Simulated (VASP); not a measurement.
A run of VASP 6.6.1 is set up as follows.

File INCAR:

```
PREC     = Accurate       # precision mode
ENCUT    = 520            # plane-wave cutoff, eV
EDIFF    = 1E-6           # SCF threshold, eV
ISMEAR   = 0              # smearing method
SIGMA    = 0.05           # smearing width, eV
LREAL    = False          # projectors in reciprocal space
LASPH    = True           # aspherical terms in the spheres
NELM     = 150            # most SCF steps
ALGO     = Normal         # electronic algorithm
ISIF     = 2              # what is computed and relaxed
LWAVE    = False          # write WAVECAR
LCHARG   = True           # write CHGCAR
ISPIN    = 2              # spin polarisation
MAGMOM   = 2.5 -2.5       # initial moments
LORBIT   = 11             # projections on sites
LMAXMIX  = 4              # l up to which the mixer works
GGA      = PE             # functional
LELF     = True           # ELF
LVHAR    = True         
NBANDS   = 19             # bands
```

KPOINTS

```
Automatic mesh
0
Gamma
  12 12 12
```

The input POSCAR:

```
Fe
1.0
    2.8311865462      0.0000000000      0.0000000000
    0.0000000000      2.8311865462      0.0000000000
    0.0000000000      0.0000000000      2.8311865462
Fe
2
Direct
    0.0000000000      0.0000000000      0.0000000000
    0.5000000000      0.5000000000      0.5000000000
```

Potentials or basis: VASP PAW PBE potentials, release 64 (Fe).

Launch:

```sh
$ cat potpaw_PBE.64/Fe/POTCAR > POTCAR
$ mpirun -np 1 vasp_std > vasp.out
```

Problem. Predict the pressure.

Solution. -6.4 GPa.

Problem. Estimate the net moment.

Solution. 0.00 μB per cell.

Problem. What does it give for the site moments?

Solution. Fe +1.49, -1.49 μB.
